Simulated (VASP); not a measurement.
# Ga (R-3m) in VASP: a series of runs

Ga is run at these levels: PBEsol; tasks: single point, relaxation of cell and atoms.

All numbers are computed with VASP 6.6.1; they aren't measurements. Logs are shortened: lines on timing, memory, paths and dates and some standing lists are left out, and cuts for length are marked.

### Step 1. The cell of the first run

It takes space group R-3m (No. 166, trigonal). The conventional cell has a = 3.173 Å, b = 3.173 Å, c = 23.001 Å, α = 90.00°, β = 90.00°, γ = 120.00°. Within 4.1 Å of Ga (site symmetry -3m) lie 12 Ga at 3.14 to 3.17 Å. Within 4.1 Å of Ga (site symmetry 3m) lie 12 Ga at 3.14 to 3.17 Å.

### Step 2. Single point, PBEsol

Contents of INCAR:

```
  ALGO = Fast
  EDIFF = 1E-7
  ENCUT = 520
  GGA = PS
  ISIF = 2
  ISMEAR = 0
  LASPH = True
  LCHARG = False
  LREAL = False
  LWAVE = False
  NBANDS = 26
  NELM = 100
  PREC = Accurate
  SIGMA = 0.1
```

Contents of KPOINTS:

```
k-points
0
Gamma
  6 6 6
```

Contents of POSCAR:

```
Ga
1.0
    1.5863967571      0.9159065947      7.6669559847
   -1.5863967571      0.9159065947      7.6669559847
    0.0000000000     -1.8318131896      7.6669559847
Ga
3
Direct
    0.0000000000      0.0000000000      0.0000000000
    0.2222200000      0.2222200000      0.2222200000
    0.7777800000      0.7777800000      0.7777800000
```

Potentials or basis: VASP PAW PBE potentials, release 64 (Ga_d).

The run is started by

```bash
cat potpaw_PBE.64/Ga_d/POTCAR > POTCAR
mpirun -np 1 vasp_std > vasp.out
```

OUTCAR:

```text
EDIFF = 1E-7
   ENCUT = 520
   GGA = PS
   ISIF = 2
   ISMEAR = 0
   LASPH = True
   LREAL = False
   NELM = 100
   PREC = Accurate

 ion  position               nearest neighbor table
   1  0.000  0.000  0.000-
   2  0.222  0.222  0.222-
   3  0.778  0.778  0.778-

  LATTYP: Found a trigonal (rhomboedric) cell.
 ALAT       =     7.8827503850
 COS(alpha) =     0.9189975651

  Lattice vectors:

 A1 = (   1.5863967571,   0.9159065947,   7.6669559847)
 A2 = (  -1.5863967571,   0.9159065947,   7.6669559847)
 A3 = (   0.0000000000,  -1.8318131896,   7.6669559847)

Analysis of symmetry for initial positions (statically):
=====================================================================
 Subroutine PRICEL returns:
 Original cell was already a primitive cell.

 Routine SETGRP: Setting up the symmetry group for a
 trigonal (rhombohedral) supercell.

 Subroutine GETGRP returns: Found 12 space group operations
 (whereof 12 operations were pure point group operations)
 out of a pool of 12 trial point group operations.

The static configuration has the point symmetry D_3d.

Analysis of symmetry for dynamics (positions and initial velocities):
=====================================================================
 Subroutine PRICEL returns:
 Original cell was already a primitive cell.

 Routine SETGRP: Setting up the symmetry group for a
 trigonal (rhombohedral) supercell.

 Subroutine GETGRP returns: Found 12 space group operations
 (whereof 12 operations were pure point group operations)
 out of a pool of 12 trial point group operations.

The dynamic configuration has the point symmetry D_3d.

 Subroutine INISYM returns: Found 12 space group operations
 (whereof 12 operations are pure point group operations),
 and found     1 'primitive' translations

----------------------------------------------------------------------------------------

                                     Primitive cell

  volume of cell :      66.8401

  direct lattice vectors                    reciprocal lattice vectors
     1.586396757  0.915906595  7.666955985     0.315179666  0.181969065  0.043476620
[... 76 lines left out ...]
   NGX,Y,Z   is equivalent  to a cutoff of  12.65, 12.65, 12.65 a.u.
   NGXF,Y,Z  is equivalent  to a cutoff of  25.31, 25.31, 25.31 a.u.
 SYSTEM =  unknown system
   PREC   = accura    normal or accurate (medium, high low for compatibility)
   ISTART =      0    job   : 0-new  1-cont  2-samecut
   ICHARG =      2    charge: 1-file 2-atom 10-const
   ISPIN  =      1    spin polarized calculation?
   LNONCOLLINEAR =      F non collinear calculations
   LSORBIT =      F    spin-orbit coupling
   LASPH  =      T    aspherical Exc in radial PAW
   ENCUT  =  520.0 eV  38.22 Ry    6.18 a.u.  14.66 14.66 14.66*2*pi/ulx,y,z
   NELM   =    100;   NELMIN=  2; NELMDL= -5     # of ELM steps
   EDIFF  = 0.1E-06   stopping-criterion for ELM
   LREAL  =      F    real-space projection
   EDIFFG = 0.1E-05   stopping-criterion for IOM
   NSW    =      0    number of steps for IOM
   IBRION =     -1    ionic relax: 0-MD 1-quasi-New 2-CG
   NFREE  =      0    steps in history (QN), initial steepest desc. (CG)
   ISIF   =      2    stress and relaxation
   ISYM   =      2    0-nonsym 1-usesym 2-fastsym
   POTIM  = 0.5000    time-step for ionic-motion
   TEBEG  =    0.0;   TEEND  =   0.0 temperature during run
   PSTRESS=    0.0 pullay stress
   NELECT =      39.0000    total number of electrons
   NUPDOWN=      -1.0000    fix difference up-down
   EMIN   =  10.00;   EMAX   =-10.00  energy-range for DOS
   EFERMI =   0.00;   METHOD = LEGACY
   ISMEAR =     0;   SIGMA  =   0.10  broadening in eV -4-tet -1-fermi 0-gaus
   EFERMI_NEDOS =   21; number of points for ismear=-14 and -15
   IALGO  =     68    algorithm
   IMIX   =      4    mixing-type and parameters
     AMIX     =   0.40;   BMIX     =  1.00
     AMIX_MAG =   1.60;   BMIX_MAG =  1.00
  volume/ion in A,a.u.               =      22.28       150.35
  Fermi-wavevector in a.u.,A,eV,Ry     =   1.367993  2.585132 25.462019  1.871406
  Thomas-Fermi vector in A             =   2.493997
   LORBIT       =      0    0 simple, 1 ext, 2 COOP (PROOUT), +10 PAW based schemes
   GGA     = PS    functional components
   LHFCALC =     F    Hartree Fock is set to
   AEXX    =    0.0000 exact exchange contribution
   IVDW    =     0    specifies the selected vdW correction
   LEPSILON=     F    determine dielectric tensor
   LRPA    =     F    only Hartree local field effects (RPA)
 non-spin polarized calculation
 RMM-DIIS sequential band-by-band and
 Gauss-broadening in eV      SIGMA  =   0.10
  energy-cutoff  :      520.00
  volume of cell :       66.84
 maximum number of plane-waves:      1816
 NGX is ok and might be reduce to    60
   NGX = 29   NGY = 29   NGZ = 29

 number of electron      39.0000016 magnetization

 Free energy of the ion-electron system (eV)
  ---------------------------------------------------
  ext. energy  EPLUGINS =         0.00000000
  ---------------------------------------------------
  free energy    TOTEN  =        -9.66522316 eV

  energy without entropy =       -9.66152026  energy(sigma->0) =       -9.66337171

 E-fermi :   3.9163     XC(G=0): -10.3490

 val. band max:        3.8134688871   @ k =  -0.3333   0.1667   0.1667
 cond. band min:       3.9614090064   @ k =   0.5000   0.5000   0.1667
 fundamental gap:      0.1479401193
 Fermi energy:         3.9162806440

 k-point     1 :       0.0000    0.0000    0.0000
  band No.  band energies     occupation
      1     -10.7823      2.00000
      2     -10.7786      2.00000
      3     -10.7545      2.00000
      4     -10.7534      2.00000
      5     -10.7534      2.00000
      6     -10.7403      2.00000
[... 685 lines left out ...]
     25       8.0807      0.00000
     26       9.9179      0.00000

 [... further k-points ...]
[... 5 lines left out ...]
  --------------------------------------------------------------------------------------
  -------------------------------------------------------------------------------------
  Total       -3.3121774     -3.3121774     -3.6309115      0.0000000      0.0000000      0.0000000
  in kB      -79.3938656    -79.3938656    -87.0340174      0.0000000      0.0000000      0.0000000
  external PRESSURE =     -81.9405829 kB  Pullay stress =       0.0000000 kB

 VOLUME and BASIS-vectors are now :
 -----------------------------------------------------------------------------
  energy-cutoff  :      520.00
  volume of cell :       66.84
      direct lattice vectors                 reciprocal lattice vectors
     1.586396757  0.915906595  7.666955985     0.315179666  0.181969065  0.043476620
    -1.586396757  0.915906595  7.666955985    -0.315179666  0.181969065  0.043476620
     0.000000000 -1.831813190  7.666955985     0.000000000 -0.363938130  0.043476620

 POSITION                                       TOTAL-FORCE (eV/Angst)
 -----------------------------------------------------------------------------------
      0.00000      0.00000      0.00000         0.000000      0.000000      0.000000
      0.00000     -0.00000      5.11125         0.000000      0.000000     -0.053372
      0.00000     -0.00000     17.88962         0.000000     -0.000000      0.053372
 -----------------------------------------------------------------------------------
    total drift:                                0.000000     -0.000000      0.000000

  FREE ENERGIE OF THE ION-ELECTRON SYSTEM (eV)
  ---------------------------------------------------
  free  energy   TOTEN  =        -9.6652231559 eV

  energy  without entropy=       -9.6615202594  energy(sigma->0) =       -9.66337171
```

OSZICAR:

```text
N       E                     dE             d eps       ncg     rms          rms(c)
DAV:   1     0.218313174006E+03    0.21831E+03   -0.19765E+04  1760   0.264E+03
DAV:   2     0.125898666423E+02   -0.20572E+03   -0.20246E+03  1770   0.440E+02
DAV:   3    -0.921777790600E+01   -0.21808E+02   -0.21564E+02  1930   0.122E+02
DAV:   4    -0.974848930611E+01   -0.53071E+00   -0.52981E+00  1978   0.210E+01
DAV:   5    -0.975851717759E+01   -0.10028E-01   -0.10026E-01  2060   0.297E+00    0.129E+00
RMM:   6    -0.968138463197E+01    0.77133E-01   -0.16021E-01  2061   0.438E+00    0.663E-01
RMM:   7    -0.966696890807E+01    0.14416E-01   -0.51007E-02  2180   0.185E+00    0.195E-01
RMM:   8    -0.966516940726E+01    0.17995E-02   -0.33839E-03  2268   0.681E-01    0.282E-02
RMM:   9    -0.966519689886E+01   -0.27492E-04   -0.83271E-04  2615   0.333E-01    0.164E-02
RMM:  10    -0.966522148962E+01   -0.24591E-04   -0.21682E-04  2412   0.140E-01    0.773E-03
RMM:  11    -0.966522132615E+01    0.16348E-06   -0.56221E-05  2351   0.799E-02    0.625E-04
RMM:  12    -0.966522309034E+01   -0.17642E-05   -0.19741E-05  2719   0.343E-02    0.671E-04
RMM:  13    -0.966522319023E+01   -0.99890E-07   -0.19574E-06  2097   0.135E-02    0.270E-04
RMM:  14    -0.966522315595E+01    0.34281E-07   -0.58035E-07  1626   0.660E-03
   1 F= -.96652232E+01 E0= -.96633717E+01  d E =-.370290E-02
```

Wall time 2 min (1 thread of Intel Xeon 6975P-C (Granite Rapids), shared host); peak memory 0.44 GiB.

Results:

| Item | Value |
| --- | --- |
| Free energy | -9.6652 eV |
| Pressure | -8.2 GPa |
| Largest force | 0.053 eV/Å |

Forces in eV/Å, atoms in the order of the input:
```
Ga   0.000  0.000  0.000
Ga   0.000  0.000 -0.053
Ga   0.000  0.000  0.053
```

Caveat: the k points lie up to 0.38 Å⁻¹ apart; the PAW data sets were made with another functional, which shifts forces and pressure a little.

### Step 3. Relaxation of cell and atoms, PBEsol

Contents of INCAR:

```
SYSTEM = Ga
  PREC = Accurate
  ENCUT = 600
  EDIFF = 1E-6
  ISMEAR = 0
  SIGMA = 0.1
  LREAL = .FALSE.
  LASPH = .TRUE.
  NELM = 80
  ALGO = Fast
  ISIF = 3
  LWAVE = .FALSE.
  LCHARG = .FALSE.
  GGA = PS
  IBRION = 2
  NSW = 90
  EDIFFG = -0.04
```

Contents of KPOINTS:

```
Automatic mesh
0
G
  6 6 6
  0 0 0
```

POSCAR is that of step 2.

Potentials or basis: VASP PAW PBE potentials, release 64 (Ga_d).

The run is started by

```bash
cat potpaw_PBE.64/Ga_d/POTCAR > POTCAR
mpirun -np 1 vasp_std > vasp.out
```

OUTCAR:

```text
SYSTEM = Ga
   PREC = Accurate
   ENCUT = 600
   EDIFF = 1E-6
   ISMEAR = 0
   LREAL = .FALSE.
   LASPH = .TRUE.
   NELM = 80
   ISIF = 3
   GGA = PS
   IBRION = 2
   NSW = 90
   EDIFFG = -0.04

 ion  position               nearest neighbor table
   1  0.000  0.000  0.000-
   2  0.222  0.222  0.222-
   3  0.778  0.778  0.778-

  LATTYP: Found a trigonal (rhomboedric) cell.
 ALAT       =     7.8827503850
 COS(alpha) =     0.9189975651

  Lattice vectors:

 A1 = (   1.5863967571,   0.9159065947,   7.6669559847)
 A2 = (  -1.5863967571,   0.9159065947,   7.6669559847)
 A3 = (   0.0000000000,  -1.8318131896,   7.6669559847)

Analysis of symmetry for initial positions (statically):
=====================================================================
 Subroutine PRICEL returns:
 Original cell was already a primitive cell.

 Routine SETGRP: Setting up the symmetry group for a
 trigonal (rhombohedral) supercell.

 Subroutine GETGRP returns: Found 12 space group operations
 (whereof 12 operations were pure point group operations)
 out of a pool of 12 trial point group operations.

The static configuration has the point symmetry D_3d.

Analysis of symmetry for dynamics (positions and initial velocities):
=====================================================================
 Subroutine PRICEL returns:
[... 144 lines left out ...]
 RMM-DIIS sequential band-by-band and
 Gauss-broadening in eV      SIGMA  =   0.10
  energy-cutoff  :      600.00
  volume of cell :       66.84
 maximum number of plane-waves:      2247
   NGX = 31   NGY = 31   NGZ = 31

--------------------------------------- Ionic step        1  -------------------------------------------

 number of electron      39.0000001 magnetization

 Free energy of the ion-electron system (eV)
  ---------------------------------------------------
  ext. energy  EPLUGINS =         0.00000000
  ---------------------------------------------------
  free energy    TOTEN  =        -9.66490976 eV

  energy without entropy =       -9.66120675  energy(sigma->0) =       -9.66305825

 E-fermi :   3.9162     XC(G=0): -10.3490

 val. band max:        3.8133925392   @ k =  -0.3333   0.1667   0.1667
 cond. band min:       3.9613563837   @ k =   0.5000   0.5000   0.1667
 fundamental gap:      0.1479638445
 Fermi energy:         3.9162139634

 k-point     1 :       0.0000    0.0000    0.0000
  band No.  band energies     occupation
      1     -10.7830      2.00000
      2     -10.7793      2.00000
      3     -10.7553      2.00000
      4     -10.7541      2.00000
      5     -10.7541      2.00000
      6     -10.7410      2.00000
[... 725 lines left out ...]
--------------------------------------- Ionic step        4  -------------------------------------------

 number of electron      38.9999999 magnetization

 Free energy of the ion-electron system (eV)
  ---------------------------------------------------
  ext. energy  EPLUGINS =         0.00000000
  ---------------------------------------------------
  free energy    TOTEN  =       -10.11414750 eV

  energy without entropy =      -10.11152216  energy(sigma->0) =      -10.11283483

 E-fermi :   6.0058     XC(G=0): -11.4922

 val. band max:        5.9898111392   @ k =  -0.3333   0.1667   0.1667
 cond. band min:       6.0953915470   @ k =   0.5000   0.5000   0.0000
 fundamental gap:      0.1055804078
 Fermi energy:         6.0057863249

 k-point     1 :       0.0000    0.0000    0.0000
  band No.  band energies     occupation
      1      -8.9329      2.00000
      2      -8.9250      2.00000
      3      -8.8635      2.00000
      4      -8.8635      2.00000
      5      -8.8498      2.00000
      6      -8.8349      2.00000
[... 645 lines left out ...]
  FREE ENERGIE OF THE ION-ELECTRON SYSTEM (eV)
  ---------------------------------------------------
  free  energy   TOTEN  =       -10.1141474961 eV

  energy  without entropy=      -10.1115221593  energy(sigma->0) =      -10.11283483

 reached required accuracy - stopping structural energy minimisation
```

CONTCAR:

```text
Ga
   1.00000000000000
     1.4714241467248002    0.8495271271576470    7.0584145685271267
    -1.4714241467248002    0.8495271271576470    7.0584145685271267
     0.0000000000000000   -1.6990542544849248    7.0584145685252304
  Ga
     3
Direct
     0.0000000000000000    0.0000000000000000    0.0000000000000000
     0.2220650773399440    0.2220650773399440    0.2220650773399438
     0.7779349226600559    0.7779349226600559    0.7779349226600563

  0.00000000E+00  0.00000000E+00  0.00000000E+00
  0.00000000E+00  0.00000000E+00  0.00000000E+00
  0.00000000E+00  0.00000000E+00  0.00000000E+00
```

It took 9.6 min on 1 thread of Intel Xeon 6975P-C (Granite Rapids), shared host; peak memory 0.61 GiB.

What came out:

- Free energy: -10.1141 eV
- Relaxed volume: 17.65 Å³/atom
- Relaxed cell: a = 7.260 Å, b = 7.260 Å, c = 7.260 Å, α = 23.39°, β = 23.39°, γ = 23.39°
- Space group after relaxing (to 0.05 Å): R-3m (No. 166)
- Energy gained by relaxing: 149.7 meV/atom
- Ionic steps: 4
- Pressure after relaxing: -0.2 GPa
- Largest force after relaxing: 0.025 eV/Å

Forces in eV/Å, atoms in the order of the input:
```
Ga   0.000  0.000  0.000
Ga   0.000  0.000  0.025
Ga   0.000  0.000 -0.025
```

Stress tensor (GPa, compression positive):
```
-0.29  0.00  0.00
 0.00 -0.29  0.00
 0.00  0.00  0.04
```

The path:
```csv
step,energy change (eV),largest force (eV/Å),pressure (GPa),volume (Å³)
1,0.0000,0.0538,-8.24,66.84
2,-0.4108,0.0068,-3.59,56.35
3,-0.4487,0.0305,0.46,52.53
4,-0.4492,0.0250,-0.18,52.94
```

Final structure:
```
CELL_PARAMETERS angstrom
1.47142 0.84953 7.05841
-1.47142 0.84953 7.05841
0.00000 -1.69905 7.05841
ATOMIC_POSITIONS crystal
Ga 0.00000 0.00000 0.00000
Ga 0.22207 0.22207 0.22207
Ga 0.77793 0.77793 0.77793
```

Caveat: the k points lie up to 0.41 Å⁻¹ apart in the final cell; the volume moved by over 15 % at a fixed basis, so the end points are rough; the PAW data sets were made with another functional, which shifts forces and pressure a little.

[end of part 1 of 2]
